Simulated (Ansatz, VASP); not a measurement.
One calculation of Rb, two programs

```
Rb
1.0
    -2.72182    2.72182    2.89018
     2.72182   -2.72182    2.89018
     2.72182    2.72182   -2.89018
Rb
1
Direct
  0.00000 0.00000 0.00000
```

Change from the starting cell: strain -0.030 along x and y, +0.030 along z, atoms carried along.

Alike in both runs: task single point; functional PBEsol; k mesh 12 × 12 × 12; occupations gaussian, width 0.15 eV; no spin polarisation.

```csv
,VASP,Ansatz
version,VASP 6.6.1,Ansatz 0.2.0
potentials or method,"VASP PAW PBE potentials, release 64 (Rb_sv), cutoff 520 eV","scalar-relativistic, plane waves, PAW"
valence electrons in the cell,9,9
```

|  | VASP | Ansatz | Ansatz less VASP |
| --- | --- | --- | --- |
| gap on the k mesh at the Fermi level (eV) | none | none | - |
| pressure (GPa) | 0.0 | 0.0 | 0.00 |

VASP's potentials were made for PBE, not for PBEsol. A gap of «none» marks a metal or a gap that the smearing closes. The functional is the same, so the differences come from potentials, cutoffs and numerics.
